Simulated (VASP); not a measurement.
# Te2Mo (P6_3/mmc) in VASP: notebook

Te2Mo is run at these levels: revPBE; tasks: single point.

Program: VASP 6.6.1. These are calculated values, not measurements. Logs are shortened: lines on timing, memory, paths and dates and some standing lists are left out, and cuts for length are marked.

**Measured values to compare with.**

From “Broadband infrared study of pressure-tunable Fano resonance and metallization transition in 2H-MoTe2”, 2022, pmc:9569381, for a bulk crystal of Te2Mo at 300 K: band gap 0.88 ± 0.05 eV (indirect).

How close the calculation comes is told below.

### Step 1. The cell of the first run

The structure is hexagonal, space group P6_3/mmc (No. 194). Conventional cell: a = 3.471 Å, b = 3.471 Å, c = 13.785 Å, α = 90.00°, β = 90.00°, γ = 120.00°. Te (site symmetry 3m) has 3 Mo at 2.68 Å and 6 Te at 3.47 Å within 3.5 Å. Within 3.5 Å of Mo (site symmetry -6m2) lie 6 Te at 2.68 Å and 6 Mo at 3.47 Å.

### Step 2. Single point, revPBE

Contents of INCAR:

```
PREC = Accurate ; ENCUT = 520
EDIFF = 1E-6 ; ISMEAR = -1
SIGMA = 0.05 ; LREAL = F
LASPH = T ; NELM = 80
ALGO = Normal ; ISIF = 2
LWAVE = F ; LCHARG = F
GGA = RE ; NBANDS = 35
```

Contents of KPOINTS:

```
regular mesh
0
Gamma
  9 9 2
```

Contents of POSCAR:

```
Te2Mo
1.0
    3.4706509280      0.0000000000      0.0000000000
   -1.7353254640      3.0056718713      0.0000000000
    0.0000000000      0.0000000000     13.7847444167
Te Mo
4 2
Direct
    0.6666666667      0.3333333333      0.3790000000
    0.3333333333      0.6666666667      0.8790000000
    0.6666666667      0.3333333333      0.1210000000
    0.3333333333      0.6666666667      0.6210000000
    0.6666666667      0.3333333333      0.7500000000
    0.3333333333      0.6666666667      0.2500000000
```

Potentials or basis: VASP PAW PBE potentials, release 64 (Te, Mo_sv).

The run is started by

```console
$ cat potpaw_PBE.64/Te/POTCAR potpaw_PBE.64/Mo_sv/POTCAR > POTCAR
$ mpirun -np 1 vasp_std > vasp.out
```

OUTCAR:

```text
PREC = Accurate
   ENCUT = 520
   EDIFF = 1E-6
   ISMEAR = -1
   LREAL = F
   LASPH = T
   NELM = 80
   ISIF = 2
   GGA = RE

 ion  position               nearest neighbor table
   1  0.667  0.333  0.379-   6 2.68   6 2.68   6 2.68   3 3.56
   2  0.333  0.667  0.879-   5 2.68   5 2.68   5 2.68   4 3.56
   3  0.667  0.333  0.121-   6 2.68   6 2.68   6 2.68   1 3.56
   4  0.333  0.667  0.621-   5 2.68   5 2.68   5 2.68   2 3.56
   5  0.667  0.333  0.750-   2 2.68   4 2.68   2 2.68   4 2.68   2 2.68   4 2.68
   6  0.333  0.667  0.250-   1 2.68   3 2.68   1 2.68   3 2.68   1 2.68   3 2.68

  LATTYP: Found a hexagonal cell.
 ALAT       =     3.4706509280
 C/A-ratio  =     3.9718037632

  Lattice vectors:

 A1 = (   3.4706509280,   0.0000000000,   0.0000000000)
 A2 = (  -1.7353254640,   3.0056718713,   0.0000000000)
 A3 = (   0.0000000000,   0.0000000000,  13.7847444167)

Analysis of symmetry for initial positions (statically):
=====================================================================
 Subroutine PRICEL returns:
 Original cell was already a primitive cell.

 Routine SETGRP: Setting up the symmetry group for a
 hexagonal supercell.

 Subroutine GETGRP returns: Found 24 space group operations
 (whereof 12 operations were pure point group operations)
 out of a pool of 24 trial point group operations.

The static configuration has the point symmetry D_3d.
 The point group associated with its full space group is D_6h.

Analysis of symmetry for dynamics (positions and initial velocities):
=====================================================================
 Subroutine PRICEL returns:
 Original cell was already a primitive cell.

 Routine SETGRP: Setting up the symmetry group for a
 hexagonal supercell.

 Subroutine GETGRP returns: Found 24 space group operations
 (whereof 12 operations were pure point group operations)
 out of a pool of 24 trial point group operations.

The dynamic configuration has the point symmetry D_3d.
 The point group associated with its full space group is D_6h.

 Subroutine INISYM returns: Found 24 space group operations
 (whereof 12 operations are pure point group operations),
 and found     1 'primitive' translations

----------------------------------------------------------------------------------------

                                     Primitive cell

  volume of cell :     143.7975

  direct lattice vectors                    reciprocal lattice vectors
     3.470650928  0.000000000  0.000000000     0.288130388  0.166352157  0.000000000
    -1.735325464  3.005671871  0.000000000     0.000000000  0.332704315  0.000000000
     0.000000000  0.000000000 13.784744417     0.000000000  0.000000000  0.072543964

  length of vectors
     3.470650928  3.470650928 13.784744417     0.332704315  0.332704315  0.072543964

  position of ions in fractional coordinates (direct lattice)
     0.666666667  0.333333333  0.379000000
     0.333333333  0.666666667  0.879000000
     0.666666667  0.333333333  0.121000000
     0.333333333  0.666666667  0.621000000
     0.666666667  0.333333333  0.750000000
     0.333333333  0.666666667  0.250000000

  ion indices of the primitive-cell ions
   primitive index   ion index
                 1           1
                 2           2
                 3           3
                 4           4
                 5           5
                 6           6

----------------------------------------------------------------------------------------

 KPOINTS: regular mesh

Automatic generation of k-mesh.
 Grid dimensions read from file:
 generate k-points for:    9    9    2

 Generating k-lattice:

  Cartesian coordinates                     Fractional coordinates (reciprocal lattice)
     0.032014488  0.018483573  0.000000000     0.111111111 -0.000000000  0.000000000
     0.000000000  0.036967146  0.000000000     0.000000000  0.111111111  0.000000000
     0.000000000  0.000000000  0.036271982     0.000000000  0.000000000  0.500000000

  Length of vectors
     0.036967146  0.036967146  0.036271982

  Shift w.r.t. Gamma in fractional coordinates (k-lattice)
     0.000000000  0.000000000  0.000000000

 Subroutine IBZKPT returns following result:
 ===========================================

 Found     24 irreducible k-points:

 Following reciprocal coordinates:
            Coordinates               Weight
  0.000000  0.000000  0.000000      1.000000
  0.111111  0.000000  0.000000      6.000000
  0.222222  0.000000  0.000000      6.000000
  0.333333 -0.000000  0.000000      6.000000
  0.444444  0.000000  0.000000      6.000000
  0.111111  0.111111  0.000000      6.000000
[... 16 lines left out ...]
  0.333333  0.222222  0.500000     12.000000
  0.333333  0.333333  0.500000      2.000000
   k-points           NKPTS =     24   k-points in BZ     NKDIM =     24   number of bands    NBANDS=     35
   number of dos      NEDOS =    301   number of ions     NIONS =      6
   total plane-waves  NPLWV =  84672
   dimension x,y,z NGX =    28 NGY =   28 NGZ =  108
   dimension x,y,z NGXF=    56 NGYF=   56 NGZF=  216
   ions per type =               4   2
   NGX,Y,Z   is equivalent  to a cutoff of  13.41, 13.41, 13.02 a.u.
   NGXF,Y,Z  is equivalent  to a cutoff of  26.82, 26.82, 26.05 a.u.
 SYSTEM =  unknown system
   PREC   = accura    normal or accurate (medium, high low for compatibility)
   ISTART =      0    job   : 0-new  1-cont  2-samecut
   ICHARG =      2    charge: 1-file 2-atom 10-const
   ISPIN  =      1    spin polarized calculation?
   LNONCOLLINEAR =      F non collinear calculations
   LSORBIT =      F    spin-orbit coupling
   LASPH  =      T    aspherical Exc in radial PAW
   ENCUT  =  520.0 eV  38.22 Ry    6.18 a.u.   6.45  6.45 25.63*2*pi/ulx,y,z
   NELM   =     80;   NELMIN=  2; NELMDL= -5     # of ELM steps
   EDIFF  = 0.1E-05   stopping-criterion for ELM
   LREAL  =      F    real-space projection
   EDIFFG = 0.1E-04   stopping-criterion for IOM
   NSW    =      0    number of steps for IOM
   IBRION =     -1    ionic relax: 0-MD 1-quasi-New 2-CG
   NFREE  =      0    steps in history (QN), initial steepest desc. (CG)
   ISIF   =      2    stress and relaxation
   ISYM   =      2    0-nonsym 1-usesym 2-fastsym
   POTIM  = 0.5000    time-step for ionic-motion
   TEBEG  =    0.0;   TEEND  =   0.0 temperature during run
   PSTRESS=    0.0 pullay stress
   NELECT =      52.0000    total number of electrons
   NUPDOWN=      -1.0000    fix difference up-down
   EMIN   =  10.00;   EMAX   =-10.00  energy-range for DOS
   EFERMI =   0.00;   METHOD = LEGACY
   ISMEAR =    -1;   SIGMA  =   0.05  broadening in eV -4-tet -1-fermi 0-gaus
   EFERMI_NEDOS =   21; number of points for ismear=-14 and -15
   IALGO  =     38    algorithm
   IMIX   =      4    mixing-type and parameters
     AMIX     =   0.40;   BMIX     =  1.00
     AMIX_MAG =   1.60;   BMIX_MAG =  1.00
  volume/ion in A,a.u.               =      23.97       161.73
  Fermi-wavevector in a.u.,A,eV,Ry     =   1.166341  2.204065 18.508703  1.360351
  Thomas-Fermi vector in A             =   2.302855
   LORBIT       =      0    0 simple, 1 ext, 2 COOP (PROOUT), +10 PAW based schemes
   GGA     = RE    functional components
   LHFCALC =     F    Hartree Fock is set to
   AEXX    =    0.0000 exact exchange contribution
   IVDW    =     0    specifies the selected vdW correction
   LEPSILON=     F    determine dielectric tensor
   LRPA    =     F    only Hartree local field effects (RPA)
 non-spin polarized calculation
  energy-cutoff  :      520.00
  volume of cell :      143.80
 maximum number of plane-waves:      3915
 NGX is ok and might be reduce to    28
   NGX = 13   NGY = 13   NGZ = 51

 number of electron      51.9999998 magnetization

 Free energy of the ion-electron system (eV)
  ---------------------------------------------------
  ext. energy  EPLUGINS =         0.00000000
  ---------------------------------------------------
  free energy    TOTEN  =       -33.48515025 eV

  energy without entropy =      -33.48512037  energy(sigma->0) =      -33.48513531

 E-fermi :   9.1558     XC(G=0): -10.5780

 val. band max:        8.7851399466   @ k =   0.0000   0.0000   0.0000
 cond. band min:       9.5540941044   @ k =   0.2222   0.2222   0.0000
 fundamental gap:      0.7689541579
 Fermi energy:         9.1557576930

 k-point     1 :       0.0000    0.0000    0.0000
  band No.  band energies     occupation
      1     -52.0139      2.00000
      2     -52.0139      2.00000
      3     -26.2159      2.00000
      4     -26.2159      2.00000
      5     -26.0668      2.00000
      6     -26.0668      2.00000
[... 27 lines left out ...]
     34      12.3852      0.00000
     35      14.7979      0.00000

 k-point     2 :       0.1111    0.0000    0.0000
  band No.  band energies     occupation
      1     -52.0125      2.00000
      2     -52.0125      2.00000
      3     -26.2117      2.00000
      4     -26.2117      2.00000
      5     -26.0851      2.00000
      6     -26.0851      2.00000
[... 27 lines left out ...]
     34      12.1806      0.00000
     35      15.4077      0.00000

 k-point     3 :       0.2222    0.0000    0.0000
  band No.  band energies     occupation
      1     -52.0089      2.00000
      2     -52.0089      2.00000
      3     -26.2011      2.00000
      4     -26.2011      2.00000
      5     -26.1313      2.00000
      6     -26.1313      2.00000
[... 27 lines left out ...]
     34      12.5246      0.00000
     35      15.2150      0.00000

 k-point     4 :       0.3333   -0.0000    0.0000
  band No.  band energies     occupation
      1     -52.0048      2.00000
      2     -52.0048      2.00000
      3     -26.1891      2.00000
      4     -26.1891      2.00000
      5     -26.1832      2.00000
      6     -26.1832      2.00000
[... 27 lines left out ...]
     34      12.7486      0.00000
     35      13.9106      0.00000

 k-point     5 :       0.4444    0.0000    0.0000
  band No.  band energies     occupation
      1     -52.0021      2.00000
      2     -52.0021      2.00000
      3     -26.2169      2.00000
      4     -26.2169      2.00000
      5     -26.1812      2.00000
      6     -26.1812      2.00000
[... 638 lines left out ...]
 k-point    22 :       0.2222    0.2222    0.5000
  band No.  band energies     occupation
      1     -52.0030      2.00000
      2     -52.0030      2.00000
      3     -26.1864      2.00000
      4     -26.1864      2.00000
      5     -26.1838      2.00000
      6     -26.1838      2.00000
[... 27 lines left out ...]
     34      12.5074      0.00000
     35      14.6926      0.00000

 k-point    23 :       0.3333    0.2222    0.5000
  band No.  band energies     occupation
      1     -52.0009      2.00000
      2     -52.0009      2.00000
      3     -26.1988      2.00000
      4     -26.1988      2.00000
      5     -26.1777      2.00000
      6     -26.1777      2.00000
[... 27 lines left out ...]
     34      12.5459      0.00000
     35      13.9352      0.00000

 k-point    24 :       0.3333    0.3333    0.5000
  band No.  band energies     occupation
      1     -52.0002      2.00000
      2     -52.0002      2.00000
      3     -26.1848      2.00000
      4     -26.1848      2.00000
      5     -26.1756      2.00000
      6     -26.1756      2.00000
[... 27 lines left out ...]
     34      12.5911      0.00000
     35      13.8229      0.00000

------------------------ aborting loop because EDIFF is reached ----------------------------------------

  FORCE on cell =-STRESS in cart. coord.  units (eV):
  Direction    XX          YY          ZZ          XY          YZ          ZX
  --------------------------------------------------------------------------------------
  -------------------------------------------------------------------------------------
  Total        7.5336797      7.5336797      9.3810683      0.0000000     -0.0000000      0.0000000
  in kB       83.9395265     83.9395265    104.5229505      0.0000000     -0.0000000      0.0000000
  external PRESSURE =      90.8006678 kB  Pullay stress =       0.0000000 kB

 VOLUME and BASIS-vectors are now :
 -----------------------------------------------------------------------------
  energy-cutoff  :      520.00
  volume of cell :      143.80
      direct lattice vectors                 reciprocal lattice vectors
     3.470650928  0.000000000  0.000000000     0.288130388  0.166352157  0.000000000
    -1.735325464  3.005671871  0.000000000     0.000000000  0.332704315  0.000000000
     0.000000000  0.000000000 13.784744417     0.000000000  0.000000000  0.072543964

 POSITION                                       TOTAL-FORCE (eV/Angst)
 -----------------------------------------------------------------------------------
      1.73533      1.00189      5.22442         0.000000      0.000000      0.855038
     -0.00000      2.00378     12.11679         0.000000     -0.000000      0.855038
      1.73533      1.00189      1.66795         0.000000      0.000000     -0.855038
     -0.00000      2.00378      8.56033         0.000000     -0.000000     -0.855038
      1.73533      1.00189     10.33856        -0.000000     -0.000000     -0.000000
     -0.00000      2.00378      3.44619         0.000000      0.000000     -0.000000
 -----------------------------------------------------------------------------------
    total drift:                               -0.000000      0.000000     -0.000000

  FREE ENERGIE OF THE ION-ELECTRON SYSTEM (eV)
  ---------------------------------------------------
  free  energy   TOTEN  =       -33.4851502532 eV

  energy  without entropy=      -33.4851203746  energy(sigma->0) =      -33.48513531
```

Wall time 74 s (1 thread of Intel Xeon 6975P-C (Granite Rapids), shared host); peak memory 0.32 GiB.

What came out:

* Free energy: -33.4852 eV
* Pressure: 9.1 GPa
* Largest force: 0.855 eV/Å
* Band gap on the k mesh: 0.77 eV, indirect (least direct gap 1.10 eV)

Forces in eV/Å, atoms in the order of the input:
```
Te   0.000  0.000  0.855
Te   0.000  0.000  0.855
Te   0.000  0.000 -0.855
Te   0.000  0.000 -0.855
Mo   0.000  0.000  0.000
Mo   0.000  0.000  0.000
```

Levels at points of the mesh, in eV from the valence-band top:
| k point | band 23 | band 24 | band 25 | band 26 | band 27 | band 28 | band 29 | band 30 |
| --- | --- | --- | --- | --- | --- | --- | --- | --- |
| (0.00, 0.00, 0.00) | -1.09 | -1.09 | -0.30 | 0.00 | 3.05 | 3.05 | 3.19 | 3.19 |
| (0.00, 0.00, 0.50) | -1.11 | -1.11 | -0.08 | -0.08 | 3.09 | 3.09 | 3.09 | 3.09 |

Caveat: the PAW data sets were made with another functional, which shifts forces and pressure a little; spin-orbit coupling is left out, which moves the levels of the heavy elements; this functional lacks dispersion, which binds the layers, so the pressure and a relaxed spacing across them are unreliable. A k mesh can miss the band edges.

### Step 3. Single point, revPBE

This run uses another cell than the first one, of 24.47 Å³/atom, 1.021 times its volume.

Contents of INCAR:

```
SYSTEM = Te2Mo
ALGO     = Normal         ! electronic algorithm
EDIFF    = 1E-6           ! SCF threshold, eV
ENCUT    = 520            ! plane-wave cutoff, eV
GGA      = RE             ! functional
ISIF     = 2              ! what is computed and relaxed
ISMEAR   = -1             ! smearing method
LASPH    = .True.         ! aspherical terms in the spheres
LCHARG   = .False.        ! write CHGCAR
LREAL    = .False.        ! projectors in reciprocal space
LWAVE    = .False.        ! write WAVECAR
NBANDS   = 35             ! bands
NELM     = 60             ! most SCF steps
PREC     = Accurate       ! precision mode
SIGMA    = 0.05           ! smearing width, eV
```

Contents of KPOINTS:

```
k-points
0
Gamma
  9 9 2
  0 0 0
```

POSCAR, as its differences from that of step 2:

```diff
@@ -2,5 +2,5 @@
 1.0
-    3.4706509280      0.0000000000      0.0000000000
-   -1.7353254640      3.0056718713      0.0000000000
-    0.0000000000      0.0000000000     13.7847444167
+    3.4945872080      0.0000000000      0.0000000000
+   -1.7472936040      3.0264012979      0.0000000000
+    0.0000000000      0.0000000000     13.8798146239
 Te Mo
```

Potentials or basis: VASP PAW PBE potentials, release 64 (Te, Mo_sv).

The run is started by

```console
$ cat potpaw_PBE.64/Te/POTCAR potpaw_PBE.64/Mo_sv/POTCAR > POTCAR
$ mpirun -np 1 vasp_std > vasp.out
```

Run time: 70 s. Hardware: 1 thread of Intel Xeon 6975P-C (Granite Rapids), shared host; peak memory 0.32 GiB.

Results (log left out):

```
Free energy            : -33.6318 eV
Pressure               : 6.6 GPa
Largest force          : 0.536 eV/Å
Band gap on the k mesh : 0.78 eV, indirect (least direct gap 1.07 eV)
```

Forces in eV/Å, atoms in the order of the input:
```
Te   0.000  0.000  0.536
Te   0.000  0.000  0.536
Te   0.000  0.000 -0.536
Te   0.000  0.000 -0.536
Mo   0.000  0.000  0.000
Mo   0.000  0.000  0.000
```

Stress tensor (GPa, compression positive):
```
6.07 0.00 0.00
0.00 6.07 0.00
0.00 0.00 7.52
```

Levels at points of the mesh, in eV from the valence-band top:
| k point | band 24 | band 25 | band 26 | band 27 | band 28 | band 29 |
| --- | --- | --- | --- | --- | --- | --- |
| (0.00, 0.00, 0.00) | -1.06 | -0.31 | 0.00 | 2.98 | 2.98 | 3.11 |
| (0.00, 0.00, 0.50) | -1.07 | -0.08 | -0.08 | 3.02 | 3.02 | 3.02 |

Caveat: the PAW data sets were made with another functional, which shifts forces and pressure a little; spin-orbit coupling is left out, which moves the levels of the heavy elements; this functional lacks dispersion, which binds the layers, so the pressure and a relaxed spacing across them are unreliable. A k mesh can miss the band edges.

(Part 1 of 2 ends here.)
